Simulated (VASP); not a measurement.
# AgCl (Fm-3m) in VASP: notebook

Aim: see how the results for AgCl move with the level of theory and the settings. Levels: PBE, r2SCAN. Tasks: single point.

All numbers are computed with VASP 6.6.1; they aren't measurements. Logs are shortened: lines on timing, memory, paths and dates and some standing lists are left out, and cuts for length are marked.

## Step 1: The cell of the first run

Symmetry: Fm-3m, No. 225, cubic system. Conventional cell: a = 5.546 Å, b = 5.546 Å, c = 5.546 Å, α = 90.00°, β = 90.00°, γ = 90.00°. Within 3.7 Å of Ag (site symmetry m-3m) lie 6 Cl at 2.77 Å. Within 3.7 Å of Cl (site symmetry m-3m) lie 6 Ag at 2.77 Å.

## Step 2: Single point, PBE

File INCAR:

```
ALGO     = Normal         # electronic algorithm
EDIFF    = 1E-6           # SCF threshold, eV
ENCUT    = 520            # plane-wave cutoff, eV
GGA      = PE             # functional
ISIF     = 2              # what is computed and relaxed
ISMEAR   = 0              # smearing method
LASPH    = T              # aspherical terms in the spheres
LCHARG   = F              # write CHGCAR
LREAL    = F              # projectors in reciprocal space
LWAVE    = F              # write WAVECAR
NBANDS   = 16             # bands
NELM     = 100            # most SCF steps
PREC     = Accurate       # precision mode
SIGMA    = 0.01           # smearing width, eV
```

File KPOINTS:

```
k-points
0
Gamma
  4 4 4
```

File POSCAR:

```
AgCl
1.0
    0.0000000000      2.7731838126      2.7731838126
    2.7731838126      0.0000000000      2.7731838126
    2.7731838126      2.7731838126      0.0000000000
Ag Cl
1 1
Direct
    0.0000000000      0.0000000000      0.0000000000
    0.5000000000      0.5000000000      0.5000000000
```

Potentials or basis: VASP PAW PBE potentials, release 64 (Ag, Cl).

Launch:

```sh
> cat potpaw_PBE.64/Ag/POTCAR potpaw_PBE.64/Cl/POTCAR > POTCAR
> mpirun -np 1 vasp_std > vasp.out
```

OUTCAR:

```text
EDIFF = 1E-6
   ENCUT = 520
   GGA = PE
   ISIF = 2
   ISMEAR = 0
   LASPH = T
   LREAL = F
   NELM = 100
   PREC = Accurate

 ion  position               nearest neighbor table
   1  0.000  0.000  0.000-   2 2.77   2 2.77   2 2.77   2 2.77   2 2.77   2 2.77
   2  0.500  0.500  0.500-   1 2.77   1 2.77   1 2.77   1 2.77   1 2.77   1 2.77

  LATTYP: Found a face centered cubic cell.
 ALAT       =     5.5463676252

  Lattice vectors:

 A1 = (   0.0000000000,   2.7731838126,   2.7731838126)
 A2 = (   2.7731838126,   0.0000000000,   2.7731838126)
 A3 = (   2.7731838126,   2.7731838126,   0.0000000000)

Analysis of symmetry for initial positions (statically):
=====================================================================
 Subroutine PRICEL returns:
 Original cell was already a primitive cell.

 Routine SETGRP: Setting up the symmetry group for a
 face centered cubic supercell.

 Subroutine GETGRP returns: Found 48 space group operations
 (whereof 48 operations were pure point group operations)
 out of a pool of 48 trial point group operations.

The static configuration has the point symmetry O_h .

Analysis of symmetry for dynamics (positions and initial velocities):
=====================================================================
 Subroutine PRICEL returns:
 Original cell was already a primitive cell.

 Routine SETGRP: Setting up the symmetry group for a
 face centered cubic supercell.

 Subroutine GETGRP returns: Found 48 space group operations
 (whereof 48 operations were pure point group operations)
 out of a pool of 48 trial point group operations.

The dynamic configuration has the point symmetry O_h .

 Subroutine INISYM returns: Found 48 space group operations
 (whereof 48 operations are pure point group operations),
 and found     1 'primitive' translations

----------------------------------------------------------------------------------------

                                     Primitive cell

  volume of cell :      42.6546

  direct lattice vectors                    reciprocal lattice vectors
     0.000000000  2.773183813  2.773183813    -0.180298182  0.180298182  0.180298182
     2.773183813  0.000000000  2.773183813     0.180298182 -0.180298182  0.180298182
     2.773183813  2.773183813  0.000000000     0.180298182  0.180298182 -0.180298182

  length of vectors
     3.921874159  3.921874159  3.921874159     0.312285612  0.312285612  0.312285612

  position of ions in fractional coordinates (direct lattice)
     0.000000000  0.000000000  0.000000000
     0.500000000  0.500000000  0.500000000

  ion indices of the primitive-cell ions
   primitive index   ion index
                 1           1
                 2           2

----------------------------------------------------------------------------------------

 KPOINTS: k-points

Automatic generation of k-mesh.
 Grid dimensions read from file:
 generate k-points for:    4    4    4

 Generating k-lattice:

  Cartesian coordinates                     Fractional coordinates (reciprocal lattice)
    -0.045074546  0.045074546  0.045074546     0.250000000  0.000000000  0.000000000
     0.045074546 -0.045074546  0.045074546     0.000000000  0.250000000  0.000000000
     0.045074546  0.045074546 -0.045074546     0.000000000  0.000000000  0.250000000

  Length of vectors
     0.078071403  0.078071403  0.078071403

  Shift w.r.t. Gamma in fractional coordinates (k-lattice)
     0.000000000  0.000000000  0.000000000

 Subroutine IBZKPT returns following result:
 ===========================================

 Found      8 irreducible k-points:

 Following reciprocal coordinates:
            Coordinates               Weight
  0.000000  0.000000  0.000000      1.000000
  0.250000  0.000000  0.000000      8.000000
  0.500000  0.000000  0.000000      4.000000
  0.250000  0.250000  0.000000      6.000000
  0.500000  0.250000  0.000000     24.000000
 -0.250000  0.250000  0.000000     12.000000
  0.500000  0.500000  0.000000      3.000000
 -0.250000  0.500000  0.250000      6.000000
   k-points           NKPTS =      8   k-points in BZ     NKDIM =      8   number of bands    NBANDS=     16
   number of dos      NEDOS =    301   number of ions     NIONS =      2
   total plane-waves  NPLWV =  27000
   dimension x,y,z NGX =    30 NGY =   30 NGZ =   30
   dimension x,y,z NGXF=    60 NGYF=   60 NGZF=   60
   ions per type =               1   1
   NGX,Y,Z   is equivalent  to a cutoff of  12.72, 12.72, 12.72 a.u.
   NGXF,Y,Z  is equivalent  to a cutoff of  25.43, 25.43, 25.43 a.u.
 SYSTEM =  unknown system
   PREC   = accura    normal or accurate (medium, high low for compatibility)
   ISTART =      0    job   : 0-new  1-cont  2-samecut
   ICHARG =      2    charge: 1-file 2-atom 10-const
   ISPIN  =      1    spin polarized calculation?
   LNONCOLLINEAR =      F non collinear calculations
   LSORBIT =      F    spin-orbit coupling
   LASPH  =      T    aspherical Exc in radial PAW
   ENCUT  =  520.0 eV  38.22 Ry    6.18 a.u.   7.29  7.29  7.29*2*pi/ulx,y,z
   NELM   =    100;   NELMIN=  2; NELMDL= -5     # of ELM steps
   EDIFF  = 0.1E-05   stopping-criterion for ELM
   LREAL  =      F    real-space projection
   EDIFFG = 0.1E-04   stopping-criterion for IOM
   NSW    =      0    number of steps for IOM
   IBRION =     -1    ionic relax: 0-MD 1-quasi-New 2-CG
   NFREE  =      0    steps in history (QN), initial steepest desc. (CG)
   ISIF   =      2    stress and relaxation
   ISYM   =      2    0-nonsym 1-usesym 2-fastsym
   POTIM  = 0.5000    time-step for ionic-motion
   TEBEG  =    0.0;   TEEND  =   0.0 temperature during run
   PSTRESS=    0.0 pullay stress
   NELECT =      18.0000    total number of electrons
   NUPDOWN=      -1.0000    fix difference up-down
   EMIN   =  10.00;   EMAX   =-10.00  energy-range for DOS
   EFERMI =   0.00;   METHOD = LEGACY
   ISMEAR =     0;   SIGMA  =   0.01  broadening in eV -4-tet -1-fermi 0-gaus
   EFERMI_NEDOS =   21; number of points for ismear=-14 and -15
   IALGO  =     38    algorithm
   IMIX   =      4    mixing-type and parameters
     AMIX     =   0.40;   BMIX     =  1.00
     AMIX_MAG =   1.60;   BMIX_MAG =  1.00
  volume/ion in A,a.u.               =      21.33       143.92
  Fermi-wavevector in a.u.,A,eV,Ry     =   1.227940  2.320469 20.515350  1.507836
  Thomas-Fermi vector in A             =   2.362884
   LORBIT       =      0    0 simple, 1 ext, 2 COOP (PROOUT), +10 PAW based schemes
   GGA     = PE    functional components
   LHFCALC =     F    Hartree Fock is set to
   AEXX    =    0.0000 exact exchange contribution
   IVDW    =     0    specifies the selected vdW correction
   LEPSILON=     F    determine dielectric tensor
   LRPA    =     F    only Hartree local field effects (RPA)
 non-spin polarized calculation
 Gauss-broadening in eV      SIGMA  =   0.01
  energy-cutoff  :      520.00
  volume of cell :       42.65
 maximum number of plane-waves:      1174
 NGX is ok and might be reduce to    30
   NGX = 15   NGY = 15   NGZ = 15

 number of electron      18.0000005 magnetization

 Free energy of the ion-electron system (eV)
  ---------------------------------------------------
  ext. energy  EPLUGINS =         0.00000000
  ---------------------------------------------------
  free energy    TOTEN  =        -5.38206898 eV

  energy without entropy =       -5.38206898  energy(sigma->0) =       -5.38206898

 E-fermi :   3.8908     XC(G=0):  -9.9619

 val. band max:        3.8245646658   @ k =   0.5000   0.0000   0.0000
 cond. band min:       4.7297062767   @ k =   0.0000   0.0000   0.0000
 fundamental gap:      0.9051416108
 Fermi energy:         3.8908050222

 k-point     1 :       0.0000    0.0000    0.0000
  band No.  band energies     occupation
      1     -11.3189      2.00000
      2       1.3799      2.00000
      3       1.3799      2.00000
      4       1.3799      2.00000
      5       1.4217      2.00000
      6       1.4217      2.00000
[... 8 lines left out ...]
     15      17.1348      0.00000
     16      17.1348      0.00000

 k-point     2 :       0.2500    0.0000    0.0000
  band No.  band energies     occupation
      1     -11.1080      2.00000
      2      -0.3535      2.00000
      3       0.1590      2.00000
      4       0.1590      2.00000
      5       1.5600      2.00000
      6       1.5600      2.00000
[... 8 lines left out ...]
     15      16.1029      0.00000
     16      16.4278      0.00000

 k-point     3 :       0.5000    0.0000    0.0000
  band No.  band energies     occupation
      1     -10.8779      2.00000
      2      -1.4150      2.00000
      3      -0.3316      2.00000
      4      -0.3316      2.00000
      5       1.7465      2.00000
      6       1.7465      2.00000
[... 8 lines left out ...]
     15      17.5498      0.00000
     16      17.5498      0.00000

 k-point     4 :       0.2500    0.2500    0.0000
  band No.  band energies     occupation
      1     -11.0663      2.00000
      2      -0.6377      2.00000
      3       0.7750      2.00000
      4       0.7750      2.00000
      5       1.2161      2.00000
      6       1.5153      2.00000
[... 8 lines left out ...]
     15      18.2493      0.00000
     16      19.9018      0.00000

 k-point     5 :       0.5000    0.2500    0.0000
  band No.  band energies     occupation
      1     -10.8704      2.00000
      2      -0.8148      2.00000
      3      -0.2030      2.00000
      4       0.0263      2.00000
      5       1.5140      2.00000
      6       1.7957      2.00000
[... 8 lines left out ...]
     15      18.1370      0.00000
     16      19.0625      0.00000

 k-point     6 :      -0.2500    0.2500    0.0000
  band No.  band energies     occupation
      1     -10.9143      2.00000
      2      -0.9591      2.00000
      3      -0.2594      2.00000
      4       0.0848      2.00000
      5       1.6462      2.00000
      6       1.7364      2.00000
[... 8 lines left out ...]
     15      18.0596      0.00000
     16      19.6279      0.00000

 k-point     7 :       0.5000    0.5000    0.0000
  band No.  band energies     occupation
      1     -10.8614      2.00000
      2      -0.4960      2.00000
      3       0.7701      2.00000
      4       0.7701      2.00000
      5       1.0550      2.00000
      6       1.6104      2.00000
[... 8 lines left out ...]
     15      18.9912      0.00000
     16      18.9912      0.00000

 k-point     8 :      -0.2500    0.5000    0.2500
  band No.  band energies     occupation
      1     -10.8271      2.00000
      2      -0.3739      2.00000
      3      -0.1633      2.00000
      4      -0.1633      2.00000
      5       1.8329      2.00000
      6       1.8329      2.00000
[... 8 lines left out ...]
     15      17.3496      0.00000
     16      18.9569      0.00000

------------------------ aborting loop because EDIFF is reached ----------------------------------------

  FORCE on cell =-STRESS in cart. coord.  units (eV):
  Direction    XX          YY          ZZ          XY          YZ          ZX
  --------------------------------------------------------------------------------------
  -------------------------------------------------------------------------------------
  Total        0.4338765      0.4338765      0.4338765     -0.0000000     -0.0000000     -0.0000000
  in kB       16.2971146     16.2971146     16.2971146     -0.0000000     -0.0000000     -0.0000000
  external PRESSURE =      16.2971146 kB  Pullay stress =       0.0000000 kB

 VOLUME and BASIS-vectors are now :
 -----------------------------------------------------------------------------
  energy-cutoff  :      520.00
  volume of cell :       42.65
      direct lattice vectors                 reciprocal lattice vectors
     0.000000000  2.773183813  2.773183813    -0.180298182  0.180298182  0.180298182
     2.773183813  0.000000000  2.773183813     0.180298182 -0.180298182  0.180298182
     2.773183813  2.773183813  0.000000000     0.180298182  0.180298182 -0.180298182

 POSITION                                       TOTAL-FORCE (eV/Angst)
 -----------------------------------------------------------------------------------
      0.00000      0.00000      0.00000         0.000000      0.000000     -0.000000
      2.77318      2.77318      2.77318        -0.000000     -0.000000      0.000000
 -----------------------------------------------------------------------------------
    total drift:                               -0.000000      0.000000      0.000000

  FREE ENERGIE OF THE ION-ELECTRON SYSTEM (eV)
  ---------------------------------------------------
  free  energy   TOTEN  =        -5.3820689766 eV

  energy  without entropy=       -5.3820689766  energy(sigma->0) =       -5.38206898
```

Run time: 6.9 s. Hardware: 1 thread of Intel Xeon 6975P-C (Granite Rapids), shared host; peak memory 0.15 GiB.

Results:

| Property | Result |
| --- | --- |
| Free energy | -5.3821 eV |
| Pressure | 1.6 GPa |
| Band gap on the k mesh | 0.91 eV, indirect (least direct gap 3.22 eV) |

Levels at points of the mesh, in eV from the valence-band top:
```tsv
k point	band 5	band 6	band 7	band 8	band 9	band 10	band 11	band 12	band 13	band 14
(0.00, 0.00, 0.00)	-2.40	-2.40	-2.32	-2.32	-2.32	0.91	10.85	10.85	10.85	12.38
(0.50, 0.00, 0.00)	-2.08	-2.08	-1.76	0.00	0.00	4.24	6.53	7.67	7.67	13.58
(0.50, 0.50, 0.00)	-2.77	-2.21	-1.96	-1.96	-1.87	2.38	8.02	8.63	11.51	11.51
```

Caveat: the k points lie up to 0.49 Å⁻¹ apart.

## Step 3: Single point, PBE

File INCAR:

```
PREC = Accurate
ENCUT = 520
EDIFF = 1E-6
ISMEAR = 0
SIGMA = 0.01
LREAL = False
LASPH = True
NELM = 80
ALGO = Normal
ISIF = 2
LWAVE = False
LCHARG = False
GGA = PE
NBANDS = 16
```

File KPOINTS:

```
regular mesh
0
Gamma
  6 6 6
```

POSCAR is that of step 2.

Potentials or basis: VASP PAW PBE potentials, release 64 (Ag, Cl).

Launch:

```sh
> cat potpaw_PBE.64/Ag/POTCAR potpaw_PBE.64/Cl/POTCAR > POTCAR
> mpirun -np 1 vasp_std > vasp.out
```

Run time: 9.8 s. Hardware: 1 thread of Intel Xeon 6975P-C (Granite Rapids), shared host; peak memory 0.16 GiB.

The run converged. Its results:

* Free energy: -5.3940 eV
* Pressure: 1.5 GPa
* Band gap on the k mesh: 0.91 eV, indirect (least direct gap 3.23 eV)

Levels at points of the mesh, in eV from the valence-band top:
| k point | band 6 | band 7 | band 8 | band 9 | band 10 | band 11 | band 12 | band 13 |
| --- | --- | --- | --- | --- | --- | --- | --- | --- |
| (0.00, 0.00, 0.00) | -2.40 | -2.32 | -2.32 | -2.32 | 0.91 | 10.85 | 10.85 | 10.85 |
| (0.50, 0.00, 0.00) | -2.07 | -1.76 | 0.00 | 0.00 | 4.24 | 6.53 | 7.67 | 7.67 |
| (0.50, 0.50, 0.00) | -2.21 | -1.95 | -1.95 | -1.87 | 2.38 | 8.03 | 8.63 | 11.51 |

A k mesh can miss the band edges. PBE gaps usually lie below the measured ones, often by a third to a half.

## Step 4: Single point, r2SCAN

POSCAR is that of step 3.

File INCAR.step1:

```
ALGO = Normal ; EDIFF = 1E-4
ENCUT = 520 ; GGA = PE
ISMEAR = 0 ; LASPH = True
LCHARG = False ; LREAL = False
LWAVE = True ; NBANDS = 16
NELM = 60 ; PREC = Accurate
SIGMA = 0.01
```

File INCAR.step2:

```
ALGO = Normal ; EDIFF = 1E-7
ENCUT = 520 ; ISIF = 2
ISMEAR = 0 ; ISTART = 1
LASPH = True ; LCHARG = False
LMIXTAU = True ; LREAL = False
LWAVE = False ; METAGGA = R2SCAN
NBANDS = 16 ; NELM = 60
PREC = Accurate ; SIGMA = 0.01
```

File KPOINTS:

```
k-points
0
Gamma
  6 6 6
```

Launch:

```sh
> cat potpaw_PBE.64/Ag/POTCAR potpaw_PBE.64/Cl/POTCAR > POTCAR
> cp INCAR.step1 INCAR
> mpirun -np 1 vasp_std > vasp.out
> cp INCAR.step2 INCAR
> mpirun -np 1 vasp_std > vasp.out
```

Run time: 45 s. Hardware: 1 thread of Intel Xeon 6975P-C (Granite Rapids), shared host; peak memory 0.17 GiB.

It converged, with:

- Free energy: -28.6429 eV
- Pressure: -0.1 GPa
- Band gap on the k mesh: 1.42 eV, indirect (least direct gap 3.80 eV)

Levels at points of the mesh, in eV from the valence-band top:
```
           k point  band 6  band 7  band 8  band 9  band 10  band 11  band 12  band 13
(0.00, 0.00, 0.00)   -2.43   -2.43   -2.38   -2.38     1.42    11.34    11.34    11.34
(0.50, 0.00, 0.00)   -2.07   -1.75    0.00    0.00     4.71     7.16     8.27     8.27
(0.50, 0.50, 0.00)   -2.20   -1.95   -1.95   -1.84     2.93     8.35     9.24    12.34
```

Caveat: the PAW data sets were made with another functional, which shifts forces and pressure a little.

## Step 5: Summary

| level | k mesh | gap on the mesh (eV) | pressure (GPa) |
| --- | --- | --- | --- |
| PBE | 4 × 4 × 4 | 0.91 | 1.6 |
| PBE | 6 × 6 × 6 | 0.91 | 1.5 |
| r2SCAN | 6 × 6 × 6 | 1.42 | -0.1 |

Alike in all rows: task single point; potentials or basis VASP PAW PBE potentials, release 64 (Ag, Cl); no spin polarisation; cell as given; cutoff (eV) 520; smearing gaussian 0.01 eV.

Caveats: some runs use coarse meshes; the PAW data sets were made with another functional, which shifts forces and pressure a little (some runs).

Absolute energies hang on the potentials; compare differences alone.
